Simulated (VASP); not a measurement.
# TiC (Fm-3m) in VASP: further runs

Runs on TiC. Level: PBE. Tasks: single point.

Everything below comes from runs of VASP 6.6.1. Logs are shortened: lines on timing, memory, paths and dates and some standing lists are left out, and cuts for length are marked.

### 1 The cell of the first run

It takes space group Fm-3m (No. 225, cubic). Conventional cell: a = 4.157 Å, b = 4.157 Å, c = 4.157 Å, α = 90.00°, β = 90.00°, γ = 90.00°. Within 2.8 Å of Ti (site symmetry m-3m) lie 6 C at 2.08 Å. C (site symmetry m-3m) has 6 Ti at 2.08 Å within 2.8 Å.

### 2 Single point, PBE

File INCAR:

```
SYSTEM = TiC
PREC     = Accurate       ! precision mode
ENCUT    = 600            ! plane-wave cutoff, eV
EDIFF    = 1E-6           ! SCF threshold, eV
ISMEAR   = -1             ! smearing method
SIGMA    = 0.05           ! smearing width, eV
LREAL    = .FALSE.        ! projectors in reciprocal space
LASPH    = .TRUE.         ! aspherical terms in the spheres
NELM     = 120            ! most SCF steps
ALGO     = Normal         ! electronic algorithm
ISIF     = 2              ! what is computed and relaxed
LWAVE    = .FALSE.        ! write WAVECAR
LCHARG   = .FALSE.        ! write CHGCAR
GGA      = PE             ! functional
NBANDS   = 15             ! bands
GGA_COMPAT= .FALSE.
```

File KPOINTS:

```
regular mesh
0
G
  13 13 13
  0 0 0
```

File POSCAR:

```
TiC
1.0
    0.0000000000      2.0783407874      2.0783407874
    2.0783407874      0.0000000000      2.0783407874
    2.0783407874      2.0783407874      0.0000000000
Ti C
1 1
Direct
    0.0000000000      0.0000000000      0.0000000000
    0.5000000000      0.5000000000      0.5000000000
```

Potentials or basis: VASP PAW PBE potentials, release 64 (Ti_sv, C).

Command:

```console
$ cat potpaw_PBE.64/Ti_sv/POTCAR potpaw_PBE.64/C/POTCAR > POTCAR
$ mpirun -np 1 vasp_std > vasp.out
```

OUTCAR:

```text
SYSTEM = TiC
   PREC = Accurate
   ENCUT = 600
   EDIFF = 1E-6
   ISMEAR = -1
   LREAL = .FALSE.
   LASPH = .TRUE.
   NELM = 120
   ISIF = 2
   GGA = PE

 ion  position               nearest neighbor table
   1  0.000  0.000  0.000-   2 2.08   2 2.08   2 2.08   2 2.08   2 2.08   2 2.08
   2  0.500  0.500  0.500-   1 2.08   1 2.08   1 2.08   1 2.08   1 2.08   1 2.08

  LATTYP: Found a face centered cubic cell.
 ALAT       =     4.1566815748

  Lattice vectors:

 A1 = (   0.0000000000,   2.0783407874,   2.0783407874)
 A2 = (   2.0783407874,   0.0000000000,   2.0783407874)
 A3 = (   2.0783407874,   2.0783407874,   0.0000000000)

Analysis of symmetry for initial positions (statically):
=====================================================================
 Subroutine PRICEL returns:
 Original cell was already a primitive cell.

 Routine SETGRP: Setting up the symmetry group for a
 face centered cubic supercell.

 Subroutine GETGRP returns: Found 48 space group operations
 (whereof 48 operations were pure point group operations)
 out of a pool of 48 trial point group operations.

The static configuration has the point symmetry O_h .

Analysis of symmetry for dynamics (positions and initial velocities):
=====================================================================
 Subroutine PRICEL returns:
 Original cell was already a primitive cell.

 Routine SETGRP: Setting up the symmetry group for a
 face centered cubic supercell.

 Subroutine GETGRP returns: Found 48 space group operations
 (whereof 48 operations were pure point group operations)
 out of a pool of 48 trial point group operations.

The dynamic configuration has the point symmetry O_h .

 Subroutine INISYM returns: Found 48 space group operations
 (whereof 48 operations are pure point group operations),
 and found     1 'primitive' translations

----------------------------------------------------------------------------------------

                                     Primitive cell

  volume of cell :      17.9548

  direct lattice vectors                    reciprocal lattice vectors
     0.000000000  2.078340787  2.078340787    -0.240576523  0.240576523  0.240576523
     2.078340787  0.000000000  2.078340787     0.240576523 -0.240576523  0.240576523
     2.078340787  2.078340787  0.000000000     0.240576523  0.240576523 -0.240576523

  length of vectors
     2.939217729  2.939217729  2.939217729     0.416690761  0.416690761  0.416690761

  position of ions in fractional coordinates (direct lattice)
[... 83 lines left out ...]
   IBRION =     -1    ionic relax: 0-MD 1-quasi-New 2-CG
   NFREE  =      0    steps in history (QN), initial steepest desc. (CG)
   ISIF   =      2    stress and relaxation
   ISYM   =      2    0-nonsym 1-usesym 2-fastsym
   POTIM  = 0.5000    time-step for ionic-motion
   TEBEG  =    0.0;   TEEND  =   0.0 temperature during run
   PSTRESS=    0.0 pullay stress
   NELECT =      16.0000    total number of electrons
   NUPDOWN=      -1.0000    fix difference up-down
   EMIN   =  10.00;   EMAX   =-10.00  energy-range for DOS
   EFERMI =   0.00;   METHOD = LEGACY
   ISMEAR =    -1;   SIGMA  =   0.05  broadening in eV -4-tet -1-fermi 0-gaus
   EFERMI_NEDOS =   21; number of points for ismear=-14 and -15
   IALGO  =     38    algorithm
   IMIX   =      4    mixing-type and parameters
     AMIX     =   0.40;   BMIX     =  1.00
     AMIX_MAG =   1.60;   BMIX_MAG =  1.00
  volume/ion in A,a.u.               =       8.98        60.58
  Fermi-wavevector in a.u.,A,eV,Ry     =   1.575390  2.977055 33.767666  2.481853
  Thomas-Fermi vector in A             =   2.676381
   LORBIT       =      0    0 simple, 1 ext, 2 COOP (PROOUT), +10 PAW based schemes
   GGA     = PE    functional components
   LHFCALC =     F    Hartree Fock is set to
   AEXX    =    0.0000 exact exchange contribution
   IVDW    =     0    specifies the selected vdW correction
   LEPSILON=     F    determine dielectric tensor
   LRPA    =     F    only Hartree local field effects (RPA)
 non-spin polarized calculation
  energy-cutoff  :      600.00
  volume of cell :       17.95
 maximum number of plane-waves:       610
   NGX = 11   NGY = 11   NGZ = 11

 number of electron      15.9999997 magnetization

 Free energy of the ion-electron system (eV)
  ---------------------------------------------------
  ext. energy  EPLUGINS =         0.00000000
  ---------------------------------------------------
  free energy    TOTEN  =       -18.43910242 eV

  energy without entropy =      -18.43666038  energy(sigma->0) =      -18.43788140

 E-fermi :  10.9618     XC(G=0): -13.3504

 val. band max:       10.9588173607   @ k =   0.0769   0.0000   0.0000
 cond. band min:      10.9865104489   @ k =   0.4615   0.4615   0.0000
 fundamental gap:      0.0276930882
 Fermi energy:        10.9618315492

 k-point     1 :       0.0000    0.0000    0.0000
  band No.  band energies     occupation
      1     -45.3035      2.00000
      2     -21.2425      2.00000
      3     -21.2425      2.00000
      4     -21.2425      2.00000
      5      -2.0334      2.00000
      6      11.6576      0.00000
      7      11.6576      0.00000
      8      11.6576      0.00000
      9      12.7712      0.00000
     10      12.7712      0.00000
     11      12.7712      0.00000
     12      12.9142      0.00000
     13      12.9142      0.00000
     14      23.3250      0.00000
[... 401 lines left out ...]
      2     -21.9159      2.00000
      3     -21.3985      2.00000
      4     -21.3584      2.00000
      5       1.3088      2.00000
      6       5.6087      2.00000
      7       7.7256      2.00000
      8       8.2932      2.00000
      9      13.2259      0.00000
     10      14.4891      0.00000
     11      15.4960      0.00000
     12      18.4852      0.00000
     13      19.4239      0.00000
     14      22.4136      0.00000
     15      27.1580      0.00000

 [... further k-points ...]
[... 5 lines left out ...]
  --------------------------------------------------------------------------------------
  -------------------------------------------------------------------------------------
  Total        4.4812134      4.4812134      4.4812134      0.0000000      0.0000000     -0.0000000
  in kB      399.8765462    399.8765462    399.8765462      0.0000000      0.0000000     -0.0000000
  external PRESSURE =     399.8765462 kB  Pullay stress =       0.0000000 kB

 VOLUME and BASIS-vectors are now :
 -----------------------------------------------------------------------------
  energy-cutoff  :      600.00
  volume of cell :       17.95
      direct lattice vectors                 reciprocal lattice vectors
     0.000000000  2.078340787  2.078340787    -0.240576523  0.240576523  0.240576523
     2.078340787  0.000000000  2.078340787     0.240576523 -0.240576523  0.240576523
     2.078340787  2.078340787  0.000000000     0.240576523  0.240576523 -0.240576523

 POSITION                                       TOTAL-FORCE (eV/Angst)
 -----------------------------------------------------------------------------------
      0.00000      0.00000      0.00000        -0.000000      0.000000      0.000000
      2.07834      2.07834      2.07834         0.000000     -0.000000      0.000000
 -----------------------------------------------------------------------------------
    total drift:                                0.000000     -0.000000     -0.000000

  FREE ENERGIE OF THE ION-ELECTRON SYSTEM (eV)
  ---------------------------------------------------
  free  energy   TOTEN  =       -18.4391024196 eV

  energy  without entropy=      -18.4366603759  energy(sigma->0) =      -18.43788140
```

OSZICAR:

```text
N       E                     dE             d eps       ncg     rms          rms(c)
DAV:   1     0.123189868234E+03    0.12319E+03   -0.87620E+03  2536   0.145E+03
DAV:   2    -0.160878278859E+02   -0.13928E+03   -0.12985E+03  2688   0.354E+02
DAV:   3    -0.234165085591E+02   -0.73287E+01   -0.72045E+01  3107   0.790E+01
DAV:   4    -0.236901605642E+02   -0.27365E+00   -0.27339E+00  3271   0.136E+01
DAV:   5    -0.236966821735E+02   -0.65216E-02   -0.65212E-02  3111   0.180E+00    0.213E+01
DAV:   6    -0.187749843445E+02    0.49217E+01   -0.10613E+01  3603   0.571E+01    0.650E+00
DAV:   7    -0.184357535030E+02    0.33923E+00   -0.15829E+00  2911   0.181E+01    0.600E+00
DAV:   8    -0.184323361933E+02    0.34173E-02   -0.12671E-01  3000   0.488E+00    0.174E+00
DAV:   9    -0.184414126881E+02   -0.90765E-02   -0.36851E-02  3343   0.160E+00    0.907E-01
DAV:  10    -0.184396810917E+02    0.17316E-02   -0.45086E-03  3062   0.962E-01    0.504E-01
DAV:  11    -0.184391252508E+02    0.55584E-03   -0.12119E-03  2899   0.553E-01    0.350E-02
DAV:  12    -0.184391044933E+02    0.20758E-04   -0.10961E-04  2842   0.158E-01    0.101E-02
DAV:  13    -0.184391028729E+02    0.16203E-05   -0.46441E-06  2979   0.254E-02    0.108E-02
DAV:  14    -0.184391024196E+02    0.45330E-06   -0.20973E-06  2583   0.227E-02
   1 F= -.18439102E+02 E0= -.18437881E+02  d E =-.244204E-02
```

stdout:

```text
POSCAR found type information on POSCAR TiC
 POSCAR found :  2 types and       2 ions
 scaLAPACK will be used
 LDA part: xc-table for (Slater+PW92), standard interpolation
 POSCAR, INCAR and KPOINTS ok, starting setup
 FFT: planning ... GRIDC
 FFT: planning ... GRID_SOFT
 FFT: planning ... GRID
 WAVECAR not read
 entering main loop
```

Run time: 16 s. Hardware: 1 thread of Intel Xeon 6975P-C, shared host; peak memory 0.16 GiB.

Results:

* Free energy: -18.4391 eV
* Pressure: 40.0 GPa
* Band gap on the k mesh: zero (band 8 reaches 11.66 eV, above the bottom of band 9 at 10.51 eV)

[end of part 1 of 2]
